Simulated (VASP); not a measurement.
Input of a VASP 6.6.1 run:

Contents of INCAR:

```
PREC     = Accurate       # precision mode
ENCUT    = 520            # plane-wave cutoff, eV
EDIFF    = 1E-6           # SCF threshold, eV
ISMEAR   = 0              # smearing method
SIGMA    = 0.15           # smearing width, eV
LREAL    = F              # projectors in reciprocal space
LASPH    = T              # aspherical terms in the spheres
NELM     = 100            # most SCF steps
ALGO     = Normal         # electronic algorithm
ISIF     = 2              # what is computed and relaxed
LWAVE    = F              # write WAVECAR
LCHARG   = F              # write CHGCAR
GGA      = PS             # functional
NBANDS   = 16             # bands
```

File KPOINTS:

```
regular mesh
0
Gamma
  16 16 16
```

Contents of POSCAR:

```
CoSi2
1.0
    0.0000000000      2.6562539720      2.6562539720
    2.6562539720      0.0000000000      2.6562539720
    2.6562539720      2.6562539720      0.0000000000
Co Si
1 2
Direct
    0.0000000000      0.0000000000      0.0000000000
    0.2641176259      0.2358823741      0.2641176259
    0.7641176259      0.7358823741      0.7641176259
```

Potentials or basis: VASP PAW PBE potentials, release 64 (Co, Si).

Command:

```console
$ cat potpaw_PBE.64/Co/POTCAR potpaw_PBE.64/Si/POTCAR > POTCAR
$ mpirun -np 1 vasp_std > vasp.out
```

(1) What does it give for the largest force?

(2) Predict the pressure.

(3) What does it give for the band gap on the k mesh?

## Answers

(1) 0.946 eV/Å.

(2) 0.5 GPa.

(3) zero (an odd number of electrons rules out a gap without spin polarisation).

Caveat: the cell differs from its parent crystal (all Si atoms moved +0.075 Å, as atom 2 along Cartesian [0 1 0]); the PAW data sets were made with another functional, which shifts forces and pressure a little; the run has no spin polarisation, though such a crystal can be magnetic.
